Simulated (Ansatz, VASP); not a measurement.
# CdSe: VASP beside Ansatz

```
CELL_PARAMETERS angstrom
4.30000 0.00000 0.00000
-2.15000 3.72391 0.00000
0.00000 0.00000 7.02000
ATOMIC_POSITIONS crystal
Cd 0.66667 0.33333 0.50000
Cd 0.33333 0.66667 0.00000
Se 0.66667 0.33333 0.88500
Se 0.33333 0.66667 0.38500
```

Alike in both runs: functional PBEsol-based screened hybrid with a share of 0.25 of exact exchange and HFSCREEN = 0.207; k mesh 4 × 4 × 2; occupations fermi-dirac, width 0.05 eV; no spin polarisation.

|  | VASP | Ansatz |
| --- | --- | --- |
| version | VASP 6.6.1 | Ansatz 0.2.0 |
| potentials or method | VASP PAW PBE potentials, release 64 (Cd, Se) | Ansatz PAW |
| plane-wave cutoff (eV) | 520 | 420 |
| valence electrons in the cell | 36 | 72 |
| task | single point | band structure |

```csv
,VASP,Ansatz,Ansatz less VASP
gap on the k mesh at the Fermi level (eV),1.52,1.51,-0.005
least direct gap on the mesh (eV),1.52,1.51,-0.005
pressure (GPa),0.1,-0.2,-0.22
"traceless stress, the component that is largest in VASP (GPa)",-1.46,-1.41,+0.047
rms of the force components (eV/Å),0.167,0.162,-0.0044
```

VASP's potentials were made for PBE, not for PBEsol-based screened hybrid. Atom by atom the forces differ by 0.004 eV/Å (rms over components). VASP's potentials hold 36 valence electrons a cell and Ansatz's 72, so a difference there can come from the potentials and not from the codes.

The k mesh is coarse, so the values compare programs but aren't converged.
